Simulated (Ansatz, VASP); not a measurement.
**W in VASP and in Ansatz**

Contents of INCAR:

```
PREC = Accurate
ENCUT = 520
EDIFF = 1E-7
ISMEAR = 0
SIGMA = 0.1
LREAL = Auto
LASPH = True
NELM = 100
ALGO = Normal
ISIF = 2
LWAVE = False
LCHARG = False
LDIPOL = True
IDIPOL = 3
DIPOL = 0.5 0.5 0.316
GGA = PE
NBANDS = 126
```

The input KPOINTS:

```
regular mesh
0
Gamma
  4 4 1
```

POSCAR

```
W
1.0
    6.3673983413      0.0000000000      0.0000000000
    0.0000000000      6.3673983413      0.0000000000
    0.0000000000      0.0000000000     20.1425775435
W
16
Direct
    0.2500000000      0.2500000000      0.1985843168
    0.2500000000      0.7500000000      0.1985843168
    0.7500000000      0.2500000000      0.1985843168
    0.7500000000      0.7500000000      0.1985843168
    0.0000000000      0.0000000000      0.2776134074
    0.0000000000      0.5000000000      0.2776134074
    0.5000000000      0.0000000000      0.2776134074
    0.5000000000      0.5000000000      0.2776134074
    0.2500000000      0.2500000000      0.3599451791
    0.2500000000      0.7500000000      0.3599451791
    0.7500000000      0.2500000000      0.3599451791
    0.7500000000      0.7500000000      0.3599451791
    0.0000000000      0.0000000000      0.4290700892
    0.0000000000      0.5000000000      0.4290700892
    0.5000000000      0.0000000000      0.4290700892
    0.5000000000      0.5000000000      0.4290700892
```

Input for Ansatz:

```yaml
crystal:
  lattice:
    - [6.3673983413, 0.0, 0.0]
    - [0.0, 6.3673983413, 0.0]
    - [0.0, 0.0, 20.1425775532]
  atoms:
    - { symbol: W, position: [0.25, 0.25, 0.1985843167] }
    - { symbol: W, position: [0.25, 0.75, 0.1985843167] }
    - { symbol: W, position: [0.75, 0.25, 0.1985843167] }
    - { symbol: W, position: [0.75, 0.75, 0.1985843167] }
    - { symbol: W, position: [0.0, 0.0, 0.2776134073] }
    - { symbol: W, position: [0.0, 0.5, 0.2776134073] }
    - { symbol: W, position: [0.5, 0.0, 0.2776134073] }
    - { symbol: W, position: [0.5, 0.5, 0.2776134073] }
    - { symbol: W, position: [0.25, 0.25, 0.3599451795] }
    - { symbol: W, position: [0.25, 0.75, 0.3599451795] }
    - { symbol: W, position: [0.75, 0.25, 0.3599451795] }
    - { symbol: W, position: [0.75, 0.75, 0.3599451795] }
    - { symbol: W, position: [0.0, 0.0, 0.4290700895] }
    - { symbol: W, position: [0.0, 0.5, 0.4290700895] }
    - { symbol: W, position: [0.5, 0.0, 0.4290700895] }
    - { symbol: W, position: [0.5, 0.5, 0.4290700895] }
basis:
  ecutwfc: 420
kpoints:
  mp_grid: { grid: [4, 4, 1] }
hamiltonian:
  xc: pbe
  pseudopotentials: { kind: paw, azcp: { folder: soft_1 } }
scf:
  occupations: { method: gaussian, width: 0.1 }
output:
  forces: true
  eigenvalues: true
efield:
  axis: 3
  dipole_correction: true
  ramp_width: 0.04
```

Alike in both runs: task single point; functional PBE; k mesh 4 × 4 × 1; occupations gaussian, width 0.1 eV; no spin polarisation.

```csv
,VASP,Ansatz
version,VASP 6.6.1,Ansatz 0.2.0
potentials or method,"VASP PAW PBE potentials, release 64 (W_sv), cutoff 520 eV","scalar-relativistic, plane waves, PAW"
valence electrons in the cell,224,224
```

|  | VASP | Ansatz | Ansatz less VASP |
| --- | --- | --- | --- |
| gap on the k mesh at the Fermi level (eV) | none | none | - |
| rms of the force components (eV/Å) | 0.825 | 0.827 | +0.0017 |

Atom by atom the forces differ by 0.016 eV/Å (rms over components). A gap of «none» marks a metal or a gap that the smearing closes. The functional is the same, so the differences come from potentials, cutoffs and numerics.

Spin-orbit coupling is off throughout.
